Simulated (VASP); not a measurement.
# TaN (I4/mmm) in VASP: further runs

Runs on TaN. Level: PBE. Tasks: single point.

All numbers are computed with VASP 6.6.1; they aren't measurements. Logs are shortened: lines on timing, memory, paths and dates and some standing lists are left out, and cuts for length are marked.

### Step 1. The cell of the first run

The structure is tetragonal, space group I4/mmm (No. 139). Conventional cell: a = 3.348 Å, b = 3.348 Å, c = 3.693 Å, α = 90.00°, β = 90.00°, γ = 90.00°. Ta (site symmetry 4/mmm) has 6 N at 1.85 to 2.37 Å within 2.5 Å. N (site symmetry 4/mmm) has 6 Ta at 1.85 to 2.37 Å within 2.5 Å.

### Step 2. Single point, PBE

INCAR reads:

```
PREC = Accurate
ENCUT = 600
EDIFF = 1E-6
ISMEAR = 0
SIGMA = 0.15
LREAL = False
LASPH = True
NELM = 120
ALGO = Normal
ISIF = 2
LWAVE = False
LCHARG = True
GGA = PE
LELF = True
LVHAR = True
NBANDS = 15
GGA_COMPAT = False
```

KPOINTS reads:

```
regular mesh
0
Gamma
  20 20 20
```

POSCAR reads:

```
TaN
1.0
    0.0000000000      2.3671495483      1.8463766477
    2.3671495483      0.0000000000      1.8463766477
    2.3671495483      2.3671495483      0.0000000000
Ta N
1 1
Direct
    0.5000000000      0.5000000000      0.5000000000
    0.0000000000      0.0000000000      0.0000000000
```

Potentials or basis: VASP PAW PBE potentials, release 64 (Ta_pv, N).

The run is started by

```sh
cat potpaw_PBE.64/Ta_pv/POTCAR potpaw_PBE.64/N/POTCAR > POTCAR
mpirun -np 1 vasp_std > vasp.out
```

OUTCAR:

```text
PREC = Accurate
   ENCUT = 600
   EDIFF = 1E-6
   ISMEAR = 0
   LREAL = False
   LASPH = True
   NELM = 120
   ISIF = 2
   GGA = PE

 ion  position               nearest neighbor table
   1  0.500  0.500  0.500-   2 1.85   2 1.85   2 2.37   2 2.37   2 2.37   2 2.37
   2  0.000  0.000  0.000-   1 1.85   1 1.85   1 2.37   1 2.37   1 2.37   1 2.37

  LATTYP: Found a body centered tetragonal cell.
 ALAT       =     3.3476549954
 C/A-ratio  =     1.1030865787

  Lattice vectors:

 A1 = (   0.0000000000,  -2.3671495483,  -1.8463766477)
 A2 = (   0.0000000000,   2.3671495483,  -1.8463766477)
 A3 = (   2.3671495483,   0.0000000000,   1.8463766477)

Analysis of symmetry for initial positions (statically):
=====================================================================
 Subroutine PRICEL returns:
 Original cell was already a primitive cell.

 Routine SETGRP: Setting up the symmetry group for a
 body centered tetragonal supercell.

 Subroutine GETGRP returns: Found 16 space group operations
 (whereof 16 operations were pure point group operations)
 out of a pool of 16 trial point group operations.

The static configuration has the point symmetry D_4h.

Analysis of symmetry for dynamics (positions and initial velocities):
=====================================================================
 Subroutine PRICEL returns:
 Original cell was already a primitive cell.

 Routine SETGRP: Setting up the symmetry group for a
 body centered tetragonal supercell.

 Subroutine GETGRP returns: Found 16 space group operations
 (whereof 16 operations were pure point group operations)
 out of a pool of 16 trial point group operations.

The dynamic configuration has the point symmetry D_4h.

 Subroutine INISYM returns: Found 16 space group operations
 (whereof 16 operations are pure point group operations),
 and found     1 'primitive' translations

----------------------------------------------------------------------------------------

                                     Primitive cell

  volume of cell :      20.6920

  direct lattice vectors                    reciprocal lattice vectors
     0.000000000  2.367149548  1.846376648    -0.211224509  0.211224509  0.270800652
     2.367149548  0.000000000  1.846376648     0.211224509 -0.211224509  0.270800652
     2.367149548  2.367149548  0.000000000     0.211224509  0.211224509 -0.270800652

  length of vectors
     3.002083228  3.002083228  3.347654995     0.403192980  0.403192980  0.403192980

  position of ions in fractional coordinates (direct lattice)
     0.500000000  0.500000000  0.500000000
     0.000000000  0.000000000  0.000000000

  ion indices of the primitive-cell ions
   primitive index   ion index
                 1           1
                 2           2

----------------------------------------------------------------------------------------

 KPOINTS: regular mesh

Automatic generation of k-mesh.
 Grid dimensions read from file:
 generate k-points for:   20   20   20

 Generating k-lattice:

  Cartesian coordinates                     Fractional coordinates (reciprocal lattice)
    -0.010561225  0.010561225  0.013540033     0.050000000 -0.000000000  0.000000000
     0.010561225 -0.010561225  0.013540033    -0.000000000  0.050000000  0.000000000
     0.010561225  0.010561225 -0.013540033     0.000000000  0.000000000  0.050000000

  Length of vectors
     0.020159649  0.020159649  0.020159649

  Shift w.r.t. Gamma in fractional coordinates (k-lattice)
     0.000000000  0.000000000  0.000000000

 Subroutine IBZKPT returns following result:
 ===========================================

 Found    641 irreducible k-points:

 Following reciprocal coordinates:
            Coordinates               Weight
  0.000000  0.000000  0.000000      1.000000
  0.050000  0.000000  0.000000      8.000000
  0.100000  0.000000  0.000000      8.000000
  0.150000  0.000000  0.000000      8.000000
  0.200000  0.000000  0.000000      8.000000
  0.250000  0.000000  0.000000      8.000000
[... 16 lines left out ...]
 -0.400000  0.050000  0.000000      8.000000
 -0.350000  0.050000  0.000000      8.000000
 [... further k-points ...]
   k-points           NKPTS =    641   k-points in BZ     NKDIM =    641   number of bands    NBANDS=     15
   number of dos      NEDOS =    301   number of ions     NIONS =      2
   total plane-waves  NPLWV =  16128
   dimension x,y,z NGX =    24 NGY =   24 NGZ =   28
   dimension x,y,z NGXF=    48 NGYF=   48 NGZF=   56
   ions per type =               1   1
   NGX,Y,Z   is equivalent  to a cutoff of  13.29, 13.29, 13.90 a.u.
   NGXF,Y,Z  is equivalent  to a cutoff of  26.58, 26.58, 27.81 a.u.
 SYSTEM =  unknown system
   PREC   = accura    normal or accurate (medium, high low for compatibility)
   ISTART =      0    job   : 0-new  1-cont  2-samecut
   ICHARG =      2    charge: 1-file 2-atom 10-const
   ISPIN  =      1    spin polarized calculation?
   LNONCOLLINEAR =      F non collinear calculations
   LSORBIT =      F    spin-orbit coupling
   LASPH  =      T    aspherical Exc in radial PAW
   ENCUT  =  600.0 eV  44.10 Ry    6.64 a.u.   6.00  6.00  6.69*2*pi/ulx,y,z
   NELM   =    120;   NELMIN=  2; NELMDL= -5     # of ELM steps
   EDIFF  = 0.1E-05   stopping-criterion for ELM
   LREAL  =      F    real-space projection
   EDIFFG = 0.1E-04   stopping-criterion for IOM
   NSW    =      0    number of steps for IOM
   IBRION =     -1    ionic relax: 0-MD 1-quasi-New 2-CG
   NFREE  =      0    steps in history (QN), initial steepest desc. (CG)
   ISIF   =      2    stress and relaxation
   ISYM   =      2    0-nonsym 1-usesym 2-fastsym
   POTIM  = 0.5000    time-step for ionic-motion
   TEBEG  =    0.0;   TEEND  =   0.0 temperature during run
   PSTRESS=    0.0 pullay stress
   NELECT =      16.0000    total number of electrons
   NUPDOWN=      -1.0000    fix difference up-down
   EMIN   =  10.00;   EMAX   =-10.00  energy-range for DOS
   EFERMI =   0.00;   METHOD = LEGACY
   ISMEAR =     0;   SIGMA  =   0.15  broadening in eV -4-tet -1-fermi 0-gaus
   EFERMI_NEDOS =   21; number of points for ismear=-14 and -15
   IALGO  =     38    algorithm
   IMIX   =      4    mixing-type and parameters
     AMIX     =   0.40;   BMIX     =  1.00
     AMIX_MAG =   1.60;   BMIX_MAG =  1.00
  volume/ion in A,a.u.               =      10.35        69.82
  Fermi-wavevector in a.u.,A,eV,Ry     =   1.502615  2.839530 30.719922  2.257851
  Thomas-Fermi vector in A             =   2.613832
   LORBIT       =      0    0 simple, 1 ext, 2 COOP (PROOUT), +10 PAW based schemes
   GGA     = PE    functional components
   LHFCALC =     F    Hartree Fock is set to
   AEXX    =    0.0000 exact exchange contribution
   IVDW    =     0    specifies the selected vdW correction
   LEPSILON=     F    determine dielectric tensor
   LRPA    =     F    only Hartree local field effects (RPA)
 non-spin polarized calculation
 Gauss-broadening in eV      SIGMA  =   0.15
  energy-cutoff  :      600.00
  volume of cell :       20.69
 maximum number of plane-waves:       708
   NGX = 11   NGY = 11   NGZ = 13

 number of electron      15.9999999 magnetization

 Free energy of the ion-electron system (eV)
  ---------------------------------------------------
  ext. energy  EPLUGINS =         0.00000000
  ---------------------------------------------------
  free energy    TOTEN  =       -19.49539450 eV

  energy without entropy =      -19.48351455  energy(sigma->0) =      -19.48945453

 E-fermi :   9.6367     XC(G=0): -13.4846

 val. band max:        9.6342497182   @ k =   0.2500   0.2000   0.0500
 cond. band min:       9.6401188207   @ k =  -0.3000   0.2000   0.0000
 fundamental gap:      0.0058691025
 Fermi energy:         9.6366772636

 k-point     1 :       0.0000    0.0000    0.0000
  band No.  band energies     occupation
      1     -25.9053      2.00000
      2     -25.6220      2.00000
      3     -25.6220      2.00000
      4      -9.4978      2.00000
      5       5.3962      2.00000
      6       5.3962      2.00000
      7       6.7612      2.00000
      8       7.1822      2.00000
      9       7.1822      2.00000
     10       7.5662      2.00000
     11       8.1588      2.00000
     12       9.9365      0.00470
     13      18.1764      0.00000
     14      20.0642      0.00000
     15      22.6643      0.00000

 k-point     2 :       0.0500    0.0000    0.0000
  band No.  band energies     occupation
      1     -25.9202      2.00000
      2     -25.6342      2.00000
      3     -25.6282      2.00000
      4      -9.4214      2.00000
      5       4.9204      2.00000
      6       5.0831      2.00000
      7       6.7396      2.00000
      8       7.4151      2.00000
      9       7.4898      2.00000
     10       7.6665      2.00000
     11       8.3980      2.00000
     12       9.9247      0.00662
     13      18.3821      0.00000
     14      20.2571      0.00000
     15      22.6641      0.00000

 k-point     3 :       0.1000    0.0000    0.0000
  band No.  band energies     occupation
      1     -25.9702      2.00000
      2     -25.6618      2.00000
      3     -25.6460      2.00000
      4      -9.1971      2.00000
      5       4.1019      2.00000
      6       4.4639      2.00000
      7       6.2237      2.00000
      8       7.8399      2.00000
      9       7.8989      2.00000
     10       8.3660      2.00000
     11       9.0647      2.00000
     12       9.9082      0.01048
     13      18.9434      0.00000
     14      20.7865      0.00000
     15      22.6638      0.00000
[... 343 lines left out ...]
 k-point    23 :      -0.4000    0.0500    0.0000
  band No.  band energies     occupation
      1     -26.7100      2.00000
      2     -25.8513      2.00000
      3     -25.7371      2.00000
      4      -6.2727      2.00000
      5      -0.1724      2.00000
      6       1.6586      2.00000
      7       2.1685      2.00000
      8      10.7406      0.00000
      9      11.5325      0.00000
     10      12.4622      0.00000
     11      14.3222      0.00000
     12      14.6918      0.00000
     13      17.2716      0.00000
     14      22.4801      0.00000
     15      22.6696      0.00000

 k-point    24 :      -0.3500    0.0500    0.0000
  band No.  band energies     occupation
      1     -26.6056      2.00000
      2     -25.8239      2.00000
      3     -25.7423      2.00000
      4      -6.8483      2.00000
      5       0.3033      2.00000
      6       1.9009      2.00000
      7       2.8475      2.00000
      8      10.5603      0.00000
      9      10.8596      0.00000
     10      11.4469      0.00000
     11      13.6586      0.00000
     12      14.0953      0.00000
     13      18.0956      0.00000
     14      22.6681      0.00000
     15      23.9555      0.00000

 [... further k-points ...]

------------------------ aborting loop because EDIFF is reached ----------------------------------------

  FORCE on cell =-STRESS in cart. coord.  units (eV):
  Direction    XX          YY          ZZ          XY          YZ          ZX
  --------------------------------------------------------------------------------------
  -------------------------------------------------------------------------------------
  Total       -0.2842279     -0.2842279     31.2685196      0.0000000      0.0000000     -0.0000000
  in kB      -22.0077472    -22.0077472   2421.1194476      0.0000000      0.0000000     -0.0000000
  external PRESSURE =     792.3679844 kB  Pullay stress =       0.0000000 kB

 VOLUME and BASIS-vectors are now :
 -----------------------------------------------------------------------------
  energy-cutoff  :      600.00
  volume of cell :       20.69
      direct lattice vectors                 reciprocal lattice vectors
     0.000000000  2.367149548  1.846376648    -0.211224509  0.211224509  0.270800652
     2.367149548  0.000000000  1.846376648     0.211224509 -0.211224509  0.270800652
     2.367149548  2.367149548  0.000000000     0.211224509  0.211224509 -0.270800652

 POSITION                                       TOTAL-FORCE (eV/Angst)
 -----------------------------------------------------------------------------------
      2.36715      2.36715      1.84638         0.000000      0.000000      0.000000
      0.00000      0.00000      0.00000        -0.000000     -0.000000      0.000000
 -----------------------------------------------------------------------------------
    total drift:                                0.000000     -0.000000      0.000000

  FREE ENERGIE OF THE ION-ELECTRON SYSTEM (eV)
  ---------------------------------------------------
  free  energy   TOTEN  =       -19.4953945014 eV

  energy  without entropy=      -19.4835145488  energy(sigma->0) =      -19.48945453
```

Wall time 2.2 min (1 thread of Intel Xeon Platinum 8259CL at 2.50GHz (Skylake/Cascade Lake), shared host); peak memory 0.36 GiB.

Results:

```yaml
Free_energy: -19.4954 eV
Pressure: 79.2 GPa
Band_gap_on_the_k_mesh: zero (band 8 reaches 11.78 eV, above the bottom of band 9 at 7.18 eV)
```

Caveat: spin-orbit coupling is left out, which moves the levels of the heavy elements.

[end of part 1 of 2]
